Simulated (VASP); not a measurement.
# Tl3Ru (Pm-3m) in VASP: further runs, part 2 of 2

VASP 6.6.1. Earlier steps stand in the parts before.

### Step 3. Single point, PBE

This run uses another cell than the first one, of 23.45 Å³/atom, 1.020 times its volume.

The input, INCAR:

```
PREC = Accurate
ENCUT = 520
EDIFF = 1E-6
ISMEAR = 1
SIGMA = 0.1
LREAL = False
LASPH = True
NELM = 100
ALGO = Normal
ISIF = 2
LWAVE = False
LCHARG = False
GGA = PE
NBANDS = 34
```

The input, KPOINTS:

```
Automatic mesh
0
Gamma
  5 5 5
```

The input, POSCAR:

```
Tl3Ru
1.0
    4.5437548138      0.0000000000      0.0000000000
    0.0000000000      4.5437548138      0.0000000000
    0.0000000000      0.0000000000      4.5437548138
Ru Tl
1 3
Direct
    0.0000000000      0.0000000000      0.0000000000
    0.0000000000      0.5000000000      0.5000000000
    0.5000000000      0.0000000000      0.5000000000
    0.5000000000      0.5000000000      0.0000000000
```

Potentials or basis: VASP PAW PBE potentials, release 64 (Ru_pv, Tl_d).

The run is started by

```console
$ cat potpaw_PBE.64/Ru_pv/POTCAR potpaw_PBE.64/Tl_d/POTCAR > POTCAR
$ mpirun -np 1 vasp_std > vasp.out
```

OUTCAR:

```text
PREC = Accurate
   ENCUT = 520
   EDIFF = 1E-6
   ISMEAR = 1
   LREAL = False
   LASPH = True
   NELM = 100
   ISIF = 2
   GGA = PE

 ion  position               nearest neighbor table
   1  0.000  0.000  0.000-   2 3.21   3 3.21   4 3.21   2 3.21   3 3.21   2 3.21   4 3.21   2 3.21
                             3 3.21   4 3.21   3 3.21   4 3.21
   2  0.000  0.500  0.500-   1 3.21   3 3.21   4 3.21   1 3.21   4 3.21   1 3.21   3 3.21   1 3.21
                             3 3.21   4 3.21   4 3.21   3 3.21
   3  0.500  0.000  0.500-   1 3.21   2 3.21   4 3.21   1 3.21   4 3.21   2 3.21   4 3.21   4 3.21
[... 559 lines left out ...]
  -------------------------------------------------------------------------------------
  Total        0.0034583      0.0034583      0.0034583     -0.0000000     -0.0000000      0.0000000
  in kB        0.0590641      0.0590641      0.0590641     -0.0000000     -0.0000000      0.0000000
  external PRESSURE =       0.0590641 kB  Pullay stress =       0.0000000 kB

 VOLUME and BASIS-vectors are now :
 -----------------------------------------------------------------------------
  energy-cutoff  :      520.00
  volume of cell :       93.81
      direct lattice vectors                 reciprocal lattice vectors
     4.543754814  0.000000000  0.000000000     0.220082298  0.000000000  0.000000000
     0.000000000  4.543754814  0.000000000     0.000000000  0.220082298  0.000000000
     0.000000000  0.000000000  4.543754814     0.000000000  0.000000000  0.220082298

 POSITION                                       TOTAL-FORCE (eV/Angst)
 -----------------------------------------------------------------------------------
      0.00000      0.00000      0.00000         0.000000      0.000000      0.000000
      0.00000      2.27188      2.27188         0.000000      0.000000      0.000000
      2.27188      0.00000      2.27188         0.000000      0.000000      0.000000
      2.27188      2.27188      0.00000         0.000000      0.000000      0.000000
 -----------------------------------------------------------------------------------
    total drift:                                0.000000      0.000000      0.000000

  FREE ENERGIE OF THE ION-ELECTRON SYSTEM (eV)
  ---------------------------------------------------
  free  energy   TOTEN  =       -12.8967893608 eV

  energy  without entropy=      -12.8915716590  energy(sigma->0) =      -12.89505013
```

OSZICAR:

```text
N       E                     dE             d eps       ncg     rms          rms(c)
DAV:   1     0.392274780869E+03    0.39227E+03   -0.29209E+04   704   0.151E+03
DAV:   2    -0.239234837650E+01   -0.39467E+03   -0.38672E+03   738   0.395E+02
DAV:   3    -0.131428869643E+02   -0.10751E+02   -0.10583E+02   790   0.607E+01
DAV:   4    -0.132601519306E+02   -0.11726E+00   -0.11698E+00   772   0.585E+00
DAV:   5    -0.132623413487E+02   -0.21894E-02   -0.21893E-02   766   0.871E-01    0.759E+00
DAV:   6    -0.129888109730E+02    0.27353E+00   -0.83846E-01   726   0.472E+00    0.600E+00
DAV:   7    -0.129873052939E+02    0.15057E-02   -0.80055E-01   702   0.380E+00    0.366E+00
DAV:   8    -0.129005159936E+02    0.86789E-01   -0.43049E-01   728   0.255E+00    0.137E+00
DAV:   9    -0.128969068231E+02    0.36092E-02   -0.18966E-02   708   0.751E-01    0.134E-01
DAV:  10    -0.128967876420E+02    0.11918E-03   -0.84036E-04   770   0.165E-01    0.351E-02
DAV:  11    -0.128967898970E+02   -0.22550E-05   -0.50454E-05   734   0.448E-02    0.121E-02
DAV:  12    -0.128967893608E+02    0.53620E-06   -0.83969E-06   640   0.147E-02
   1 F= -.12896789E+02 E0= -.12895050E+02  d E =-.521770E-02
```

stdout:

```text
POSCAR found type information on POSCAR RuTl
 POSCAR found :  2 types and       4 ions
 scaLAPACK will be used
 LDA part: xc-table for (Slater+PW92), standard interpolation
 POSCAR, INCAR and KPOINTS ok, starting setup
 FFT: planning ... GRIDC
 FFT: planning ... GRID_SOFT
 FFT: planning ... GRID
 WAVECAR not read
 entering main loop
```

Wall time 12 s (1 thread of Intel Xeon 6975P-C (Granite Rapids), shared host); peak memory 0.21 GiB.

What came out:

```yaml
Free_energy: -12.8968 eV
Pressure: 0.0 GPa
```

Caveat: spin-orbit coupling is left out, which moves the levels of the heavy elements.

### Step 4. Single point, PBE

This run uses another cell than the first one, of 23.92 Å³/atom, 1.041 times its volume.

The input, INCAR:

```
PREC     = Accurate       # precision mode
ENCUT    = 520            # plane-wave cutoff, eV
EDIFF    = 1E-6           # SCF threshold, eV
ISMEAR   = 1              # smearing method
SIGMA    = 0.1            # smearing width, eV
LREAL    = F              # projectors in reciprocal space
LASPH    = T              # aspherical terms in the spheres
NELM     = 80             # most SCF steps
ALGO     = Normal         # electronic algorithm
ISIF     = 2              # what is computed and relaxed
LWAVE    = F              # write WAVECAR
LCHARG   = F              # write CHGCAR
GGA      = PE             # functional
NBANDS   = 34             # bands
```

KPOINTS is that of step 3.

The input, POSCAR:

```
Tl3Ru
1.0
    4.5738467822      0.0000000000      0.0000000000
    0.0000000000      4.5738467822      0.0000000000
    0.0000000000      0.0000000000      4.5738467822
Ru Tl
1 3
Direct
    0.0000000000      0.0000000000      0.0000000000
    0.0000000000      0.5000000000      0.5000000000
    0.5000000000      0.0000000000      0.5000000000
    0.5000000000      0.5000000000      0.0000000000
```

The run is started by

```console
$ cat potpaw_PBE.64/Ru_pv/POTCAR potpaw_PBE.64/Tl_d/POTCAR > POTCAR
$ mpirun -np 1 vasp_std > vasp.out
```

Wall time 12 s (1 thread of Intel Xeon 6975P-C (Granite Rapids), shared host); peak memory 0.21 GiB.

The run converged. Its results:

| Quantity | Value |
| --- | --- |
| Free energy | -12.8915 eV |
| Pressure | -1.0 GPa |

Levels at points of the mesh, in eV from the Fermi level:
```tsv
k point	band 22	band 23	band 24	band 25	band 26	band 27	band 28	band 29	band 30	band 31
(0.00, 0.00, 0.00)	-1.19	-1.19	-1.19	-0.43	-0.43	-0.43	0.42	0.42	2.78	5.24
```

Caveat: spin-orbit coupling is left out, which moves the levels of the heavy elements.

### Step 5. Overview

| cell | gap on the mesh (eV) | pressure (GPa) |
| --- | --- | --- |
| a = 4.513 Å, 4 atoms | none | 1.2 |
| a = 4.544 Å, 4 atoms | none | 0.0 |
| a = 4.574 Å, 4 atoms | none | -1.0 |

Alike in all rows: task single point; level PBE; potentials or basis VASP PAW PBE potentials, release 64 (Ru_pv, Tl_d); no spin polarisation; k mesh 5 × 5 × 5; cutoff (eV) 520; smearing methfessel-paxton 0.1 eV.

Caveats: spin-orbit coupling is left out, which moves the levels of the heavy elements.

Total energies depend on the potentials used, so only differences within one code and one set of settings carry meaning.
